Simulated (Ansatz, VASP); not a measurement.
# NbAs: VASP beside Ansatz

```
Nb As
1.0
    -1.72585    1.72585    5.84000
     1.72585   -1.72585    5.84000
     1.72585    1.72585   -5.84000
Nb As
2 2
Direct
  0.75000 0.75000 0.00000
  0.50000 0.00000 0.50000
  0.16600 0.16600 0.00000
  0.91600 0.41600 0.50000
```

Alike in both runs: task electric field gradients; functional LDA; k mesh 15 × 15 × 15; occupations fermi-dirac, width 0.08 eV; no spin polarisation.

|  | VASP | Ansatz |
| --- | --- | --- |
| version | VASP 6.6.1 | Ansatz 0.2.0 |
| potentials or method | VASP PAW LDA potentials, release 64 (Nb_sv, As) | PAW with Ansatz's default frozen-core files, scalar-relativistic |
| plane-wave cutoff (eV) | 520 | 420 |
| valence electrons in the cell | 36 | 56 |

VASP gave:

| Quantity | Value |
| --- | --- |
| pressure (GPa) | -5.2 |
| traceless stress, the component that is largest in VASP (GPa) | 0.95 |
| rms of the force components (eV/Å) | 0.159 |
| size of Vzz on the site where it differs most (V/Å²) | 16.3 |

**Question.** Which values does Ansatz return?

**Answer.** Pressure (GPa): -5.5; traceless stress, the component that is largest in VASP (GPa): 1.02; rms of the force components (eV/Å): 0.157; size of Vzz on the site where it differs most (V/Å²): 21.1.

LDA's correlation is that of Perdew and Zunger in VASP and of Perdew and Wang (1992) in Ansatz. Atom by atom the forces differ by 0.002 eV/Å (rms over components). VASP's potentials hold 36 valence electrons a cell and Ansatz's 56, so a difference there can come from the potentials and not from the codes.
